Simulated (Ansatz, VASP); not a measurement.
**Two plane-wave programs on Hf4C**

```
Hf C
1.0
     3.24760    0.00000    0.00000
    -1.62380    2.81250    0.00000
     0.00000    0.00000   10.36369
Hf C
4 1
Cartesian
  1.6238 0.9375 9.0761
  0.0000 1.8750 1.2876
  1.6238 0.9375 3.9585
  0.0000 1.8750 6.4052
  0.0000 0.0000 0.0000
```

Alike in both runs: functional PBE; k mesh 12 × 12 × 4; occupations gaussian, width 0.1 eV; no spin polarisation.

Ansatz relaxed the structure, and its values are those at the end. VASP's run is a single point on that final structure, the one shown.

```csv
,VASP,Ansatz
version,VASP 6.6.1,Ansatz 0.2.0
potentials or method,"VASP PAW PBE potentials, release 64 (Hf_pv, C), cutoff 520 eV","scalar-relativistic, plane waves, PAW"
valence electrons in the cell,44,108
```

```tsv
	VASP	Ansatz	Ansatz less VASP
gap on the k mesh at the Fermi level (eV)	none	none	-
pressure (GPa)	-0.5	0.0	+0.51
rms of the force components (eV/Å)	0.023	0.000	-0.0229
```

A gap of «none» marks a metal or a gap that the smearing closes. With one functional, cell and mesh, what is left measures potentials, basis and numerics. VASP's potentials hold 44 valence electrons a cell and Ansatz's 108, so a difference there can come from the potentials and not from the codes.

Neither program's run includes spin-orbit coupling.
